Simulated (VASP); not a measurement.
# TiTlF3 (Pm-3m) in VASP: single point with PBE

Aim: the single point of TiTlF3 with PBE.

Everything below comes from runs of VASP 6.6.1. Logs are shortened: lines on timing, memory, paths and dates and some standing lists are left out, and cuts for length are marked.

### 1 The cell of the first run

It takes space group Pm-3m (No. 221, cubic). The conventional cell has a = 4.321 Å, b = 4.321 Å, c = 4.321 Å, α = 90.00°, β = 90.00°, γ = 90.00°. Within 2.9 Å of Ti (site symmetry m-3m) lie 6 F at 2.16 Å. F (site symmetry 4/mmm) has 2 Ti at 2.16 Å within 2.9 Å. Within 4.0 Å of Tl (site symmetry m-3m) lie 12 F at 3.06 Å and 8 Ti at 3.74 Å.

### 2 Single point, PBE, collinear spin, ferromagnetic start

The input, INCAR:

```
PREC = Accurate ; ENCUT = 520
EDIFF = 1E-7 ; ISMEAR = -1
SIGMA = 0.1 ; LREAL = False
LASPH = True ; NELM = 150
ALGO = Normal ; ISIF = 2
LWAVE = False ; LCHARG = True
ISPIN = 2 ; MAGMOM = -0.05 0 0 0 0
LORBIT = 11 ; LMAXMIX = 4
GGA = PE ; LELF = True
LVHAR = True ; NBANDS = 35
```

The input, KPOINTS:

```
regular mesh
0
Gamma
  6 6 6
```

The input, POSCAR:

```
TiTlF3
1.0
    4.3206898100      0.0000000000      0.0000000000
    0.0000000000      4.3206898100      0.0000000000
    0.0000000000      0.0000000000      4.3206898100
Ti F Tl
1 3 1
Direct
    0.0000000000      0.0000000000      0.0000000000
    0.5000000000      0.0000000000      0.0000000000
    0.0000000000      0.5000000000      0.0000000000
    0.0000000000      0.0000000000      0.5000000000
    0.5000000000      0.5000000000      0.5000000000
```

Potentials or basis: VASP PAW PBE potentials, release 64 (Ti_sv, F, Tl_d).

The run is started by

```bash
$ cat potpaw_PBE.64/Ti_sv/POTCAR potpaw_PBE.64/F/POTCAR potpaw_PBE.64/Tl_d/POTCAR > POTCAR
$ mpirun -np 1 vasp_std > vasp.out
```

OUTCAR:

```text
PREC = Accurate
   ENCUT = 520
   EDIFF = 1E-7
   ISMEAR = -1
   LREAL = False
   LASPH = True
   NELM = 150
   ISIF = 2
   ISPIN = 2
   LORBIT = 11
   GGA = PE

 ion  position               nearest neighbor table
   1  0.000  0.000  0.000-   2 2.16   3 2.16   4 2.16   4 2.16   3 2.16   2 2.16
   2  0.500  0.000  0.000-   1 2.16   1 2.16
   3  0.000  0.500  0.000-   1 2.16   1 2.16
   4  0.000  0.000  0.500-   1 2.16   1 2.16
   5  0.500  0.500  0.500-

  LATTYP: Found a simple cubic cell.
 ALAT       =     4.3206898100

  Lattice vectors:

 A1 = (   4.3206898100,   0.0000000000,   0.0000000000)
 A2 = (   0.0000000000,   4.3206898100,   0.0000000000)
 A3 = (   0.0000000000,   0.0000000000,   4.3206898100)

Analysis of symmetry for initial positions (statically):
=====================================================================
 Subroutine PRICEL returns:
 Original cell was already a primitive cell.

 Routine SETGRP: Setting up the symmetry group for a
 simple cubic supercell.

 Subroutine GETGRP returns: Found 48 space group operations
 (whereof 48 operations were pure point group operations)
 out of a pool of 48 trial point group operations.

The static configuration has the point symmetry O_h .

Analysis of symmetry for dynamics (positions and initial velocities):
=====================================================================
 Subroutine PRICEL returns:
 Original cell was already a primitive cell.

 Routine SETGRP: Setting up the symmetry group for a
 simple cubic supercell.

 Subroutine GETGRP returns: Found 48 space group operations
 (whereof 48 operations were pure point group operations)
 out of a pool of 48 trial point group operations.

The dynamic configuration has the point symmetry O_h .

Analysis of structural, dynamic, and magnetic symmetry:
=====================================================================
 Subroutine PRICEL returns:
 Original cell was already a primitive cell.

 Routine SETGRP: Setting up the symmetry group for a
 simple cubic supercell.

 Subroutine GETGRP returns: Found 48 space group operations
 (whereof 48 operations were pure point group operations)
 out of a pool of 48 trial point group operations.

The overall configuration has the point symmetry O_h .

 Subroutine INISYM returns: Found 48 space group operations
 (whereof 48 operations are pure point group operations),
 and found     1 'primitive' translations

----------------------------------------------------------------------------------------

                                     Primitive cell

  volume of cell :      80.6602

  direct lattice vectors                    reciprocal lattice vectors
     4.320689810  0.000000000  0.000000000     0.231444525  0.000000000  0.000000000
     0.000000000  4.320689810  0.000000000     0.000000000  0.231444525  0.000000000
     0.000000000  0.000000000  4.320689810     0.000000000  0.000000000  0.231444525

  length of vectors
     4.320689810  4.320689810  4.320689810     0.231444525  0.231444525  0.231444525

  position of ions in fractional coordinates (direct lattice)
     0.000000000  0.000000000  0.000000000
     0.500000000  0.000000000  0.000000000
     0.000000000  0.500000000  0.000000000
     0.000000000  0.000000000  0.500000000
     0.500000000  0.500000000  0.500000000

  ion indices of the primitive-cell ions
   primitive index   ion index
                 1           1
                 2           2
                 3           3
                 4           4
                 5           5

----------------------------------------------------------------------------------------

 KPOINTS: regular mesh

Automatic generation of k-mesh.
 Grid dimensions read from file:
 generate k-points for:    6    6    6

 Generating k-lattice:

  Cartesian coordinates                     Fractional coordinates (reciprocal lattice)
     0.038574087  0.000000000  0.000000000     0.166666667  0.000000000  0.000000000
     0.000000000  0.038574087  0.000000000     0.000000000  0.166666667  0.000000000
     0.000000000  0.000000000  0.038574087     0.000000000  0.000000000  0.166666667

  Length of vectors
     0.038574087  0.038574087  0.038574087

  Shift w.r.t. Gamma in fractional coordinates (k-lattice)
     0.000000000  0.000000000  0.000000000

 Subroutine IBZKPT returns following result:
 ===========================================

 Found     20 irreducible k-points:

 Following reciprocal coordinates:
            Coordinates               Weight
  0.000000  0.000000  0.000000      1.000000
  0.166667  0.000000  0.000000      6.000000
  0.333333  0.000000  0.000000      6.000000
  0.500000  0.000000  0.000000      3.000000
  0.166667  0.166667  0.000000     12.000000
  0.333333  0.166667  0.000000     24.000000
[... 12 lines left out ...]
  0.500000  0.500000  0.333333      6.000000
  0.500000  0.500000  0.500000      1.000000
   k-points           NKPTS =     20   k-points in BZ     NKDIM =     20   number of bands    NBANDS=     35
   number of dos      NEDOS =    301   number of ions     NIONS =      5
   total plane-waves  NPLWV =  32768
   dimension x,y,z NGX =    32 NGY =   32 NGZ =   32
   dimension x,y,z NGXF=    64 NGYF=   64 NGZF=   64
   ions per type =               1   3   1
   NGX,Y,Z   is equivalent  to a cutoff of  12.31, 12.31, 12.31 a.u.
   NGXF,Y,Z  is equivalent  to a cutoff of  24.63, 24.63, 24.63 a.u.
 SYSTEM =  unknown system
   PREC   = accura    normal or accurate (medium, high low for compatibility)
   ISTART =      0    job   : 0-new  1-cont  2-samecut
   ICHARG =      2    charge: 1-file 2-atom 10-const
   ISPIN  =      2    spin polarized calculation?
   LNONCOLLINEAR =      F non collinear calculations
   LSORBIT =      F    spin-orbit coupling
   LASPH  =      T    aspherical Exc in radial PAW
   ENCUT  =  520.0 eV  38.22 Ry    6.18 a.u.   8.03  8.03  8.03*2*pi/ulx,y,z
   NELM   =    150;   NELMIN=  2; NELMDL= -5     # of ELM steps
   EDIFF  = 0.1E-06   stopping-criterion for ELM
   LREAL  =      F    real-space projection
   EDIFFG = 0.1E-05   stopping-criterion for IOM
   NSW    =      0    number of steps for IOM
   IBRION =     -1    ionic relax: 0-MD 1-quasi-New 2-CG
   NFREE  =      0    steps in history (QN), initial steepest desc. (CG)
   ISIF   =      2    stress and relaxation
   ISYM   =      2    0-nonsym 1-usesym 2-fastsym
   POTIM  = 0.5000    time-step for ionic-motion
   TEBEG  =    0.0;   TEEND  =   0.0 temperature during run
   PSTRESS=    0.0 pullay stress
   NELECT =      46.0000    total number of electrons
   NUPDOWN=      -1.0000    fix difference up-down
   EMIN   =  10.00;   EMAX   =-10.00  energy-range for DOS
   EFERMI =   0.00;   METHOD = LEGACY
   ISMEAR =    -1;   SIGMA  =   0.10  broadening in eV -4-tet -1-fermi 0-gaus
   EFERMI_NEDOS =   21; number of points for ismear=-14 and -15
   IALGO  =     38    algorithm
   IMIX   =      4    mixing-type and parameters
     AMIX     =   0.40;   BMIX     =  1.00
     AMIX_MAG =   1.60;   BMIX_MAG =  1.00
  volume/ion in A,a.u.               =      16.13       108.86
  Fermi-wavevector in a.u.,A,eV,Ry     =   1.357608  2.565507 25.076887  1.843099
  Thomas-Fermi vector in A             =   2.484512
   LORBIT       =     11    0 simple, 1 ext, 2 COOP (PROOUT), +10 PAW based schemes
   GGA     = PE    functional components
   LHFCALC =     F    Hartree Fock is set to
   AEXX    =    0.0000 exact exchange contribution
   IVDW    =     0    specifies the selected vdW correction
   LEPSILON=     F    determine dielectric tensor
   LRPA    =     F    only Hartree local field effects (RPA)
 spin polarized calculation
  energy-cutoff  :      520.00
  volume of cell :       80.66
 maximum number of plane-waves:      2196
   NGX = 17   NGY = 17   NGZ = 17

 number of electron      45.9999959 magnetization      -0.0001427

 number of electron      45.9999959 magnetization       0.0000124

 Free energy of the ion-electron system (eV)
  ---------------------------------------------------
  ext. energy  EPLUGINS =         0.00000000
  ---------------------------------------------------
  free energy    TOTEN  =       -26.93932594 eV

  energy without entropy =      -26.69600211  energy(sigma->0) =      -26.81766402

 E-fermi :   6.1379     XC(G=0):  -9.8450

 val. band max:        6.1082545432   @ k =   0.5000   0.1667   0.1667
 cond. band min:       6.1630455186   @ k =   0.5000   0.1667   0.1667
 fundamental gap:      0.0547909754
 Fermi energy:         6.1378628131

 spin component 1

 k-point     1 :       0.0000    0.0000    0.0000
  band No.  band energies     occupation
      1     -52.2658      1.00000
      2     -28.5604      1.00000
      3     -28.5604      1.00000
      4     -28.5604      1.00000
      5     -19.7542      1.00000
      6     -19.4714      1.00000
[... 27 lines left out ...]
     34      18.0230      0.00000
     35      18.0230      0.00000
[... 690 lines left out ...]
      4     -28.6103      1.00000
      5     -19.3669      1.00000
      6     -19.3669      1.00000
[... 27 lines left out ...]
     34      13.7844      0.00000
     35      20.9980      0.00000
 Fermi energy:         6.1378628131

 spin component 2

 k-point     1 :       0.0000    0.0000    0.0000
  band No.  band energies     occupation
      1     -52.2658      1.00000
      2     -28.5604      1.00000
      3     -28.5604      1.00000
      4     -28.5604      1.00000
      5     -19.7542      1.00000
      6     -19.4714      1.00000
[... 27 lines left out ...]
     34      18.0230      0.00000
     35      18.0230      0.00000
[... 691 lines left out ...]
      5     -19.3669      1.00000
      6     -19.3669      1.00000
[... 27 lines left out ...]
     34      13.7844      0.00000
     35      20.9980      0.00000

------------------------ aborting loop because EDIFF is reached ----------------------------------------

  FORCE on cell =-STRESS in cart. coord.  units (eV):
  Direction    XX          YY          ZZ          XY          YZ          ZX
  --------------------------------------------------------------------------------------
  -------------------------------------------------------------------------------------
  Total       -1.7571083     -1.7571083     -1.7571083     -0.0000000      0.0000000      0.0000000
  in kB      -34.9019631    -34.9019631    -34.9019631     -0.0000000      0.0000000      0.0000000
  external PRESSURE =     -34.9019631 kB  Pullay stress =       0.0000000 kB

 VOLUME and BASIS-vectors are now :
 -----------------------------------------------------------------------------
  energy-cutoff  :      520.00
  volume of cell :       80.66
      direct lattice vectors                 reciprocal lattice vectors
     4.320689810  0.000000000  0.000000000     0.231444525  0.000000000  0.000000000
     0.000000000  4.320689810  0.000000000     0.000000000  0.231444525  0.000000000
     0.000000000  0.000000000  4.320689810     0.000000000  0.000000000  0.231444525

 POSITION                                       TOTAL-FORCE (eV/Angst)
 -----------------------------------------------------------------------------------
      0.00000      0.00000      0.00000         0.000000      0.000000      0.000000
      2.16034      0.00000      0.00000         0.000000      0.000000      0.000000
      0.00000      2.16034      0.00000         0.000000      0.000000      0.000000
      0.00000      0.00000      2.16034         0.000000      0.000000      0.000000
      2.16034      2.16034      2.16034         0.000000      0.000000      0.000000
 -----------------------------------------------------------------------------------
    total drift:                                0.000000      0.000000     -0.000000

  FREE ENERGIE OF THE ION-ELECTRON SYSTEM (eV)
  ---------------------------------------------------
  free  energy   TOTEN  =       -26.9393259357 eV

  energy  without entropy=      -26.6960021095  energy(sigma->0) =      -26.81766402

 total charge

# of ion       s       p       d       tot
------------------------------------------
    1        2.098   6.058   1.879  10.036
    2        1.738   4.334   0.000   6.072
    3        1.738   4.334   0.000   6.072
    4        1.738   4.334   0.000   6.072
    5        1.317   0.134   9.669  11.120
--------------------------------------------------
tot          8.630  19.193  11.548  39.370

 magnetization (x)

# of ion       s       p       d       tot
------------------------------------------
    1       -0.000   0.000   0.000   0.000
    2        0.000   0.000   0.000   0.000
    3        0.000   0.000   0.000   0.000
    4        0.000   0.000   0.000   0.000
    5       -0.000   0.000  -0.000   0.000
--------------------------------------------------
tot         -0.000   0.000   0.000   0.000
```

Wall time 4.6 min (1 thread of AMD EPYC 7R43 (Zen 3), shared host); peak memory 0.23 GiB.

What came out:

```
Free energy                                           : -26.9393 eV
Pressure                                              : -3.5 GPa
Band gap on the k mesh                                : zero (filled and empty bands overlap)
Net moment                                            : 0.00 μB per cell
Valence electrons inside the program's atomic spheres : Ti 10.04; F 6.07; Tl 11.12
```

Levels at points of the mesh, in eV from the Fermi level:
Spin up:
| k point | band 18 | band 19 | band 20 | band 21 | band 22 | band 23 | band 24 | band 25 | band 26 | band 27 |
| --- | --- | --- | --- | --- | --- | --- | --- | --- | --- | --- |
| (0.00, 0.00, 0.00) | -6.76 | -6.76 | -6.75 | -6.75 | -6.75 | -0.28 | -0.28 | -0.28 | 0.78 | 0.78 |
| (0.50, 0.00, 0.00) | -7.20 | -6.78 | -6.66 | -6.66 | -4.92 | -0.58 | -0.28 | 0.13 | 0.13 | 0.80 |
| (0.50, 0.50, 0.00) | -7.24 | -7.02 | -7.02 | -6.30 | -4.96 | 0.25 | 0.25 | 0.70 | 0.83 | 0.83 |
| (0.50, 0.50, 0.50) | -8.21 | -6.32 | -6.32 | -6.32 | -6.22 | 0.59 | 0.59 | 0.59 | 2.28 | 2.28 |
Spin down:
```tsv
k point	band 19	band 20	band 21	band 22	band 23	band 24	band 25	band 26
(0.00, 0.00, 0.00)	-6.76	-6.75	-6.75	-6.75	-0.28	-0.28	-0.28	0.78
(0.50, 0.00, 0.00)	-6.78	-6.66	-6.66	-4.92	-0.58	-0.28	0.13	0.13
(0.50, 0.50, 0.00)	-7.02	-7.02	-6.30	-4.96	0.25	0.25	0.70	0.83
(0.50, 0.50, 0.50)	-6.32	-6.32	-6.32	-6.22	0.59	0.59	0.59	2.28
```

Caveat: spin-orbit coupling is left out, which moves the levels of the heavy elements; semilocal functionals often make such compounds metallic where correlation or magnetic order opens a gap, which also shifts bond lengths.
